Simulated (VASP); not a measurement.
Here is a VASP 6.6.1 calculation.

INCAR

```
SYSTEM = Zr
PREC = Accurate ; ENCUT = 520
EDIFF = 1E-7 ; ISMEAR = -1
SIGMA = 0.1 ; LREAL = .FALSE.
LASPH = .TRUE. ; NELM = 80
ALGO = Normal ; ISIF = 2
LWAVE = .FALSE. ; LCHARG = .FALSE.
GGA = PE ; NBANDS = 12
```

Contents of KPOINTS:

```
Automatic mesh
0
G
  20 20 20
  0 0 0
```

The input POSCAR:

```
Zr
1.0
   -1.7895377336      1.7895377336      1.7895377336
    1.7895377336     -1.7895377336      1.7895377336
    1.7895377336      1.7895377336     -1.7895377336
Zr
1
Direct
    0.0000000000      0.0000000000      0.0000000000
```

Potentials or basis: VASP PAW PBE potentials, release 64 (Zr_sv).

Run with:

```sh
$ cat potpaw_PBE.64/Zr_sv/POTCAR > POTCAR
$ mpirun -np 1 vasp_std > vasp.out
```

Q: What does it give for the pressure?

A: -0.1 GPa.

Q: Estimate the band gap on the k mesh.

A: Zero (band 6 reaches 10.01 eV, above the bottom of band 7 at 8.24 eV).
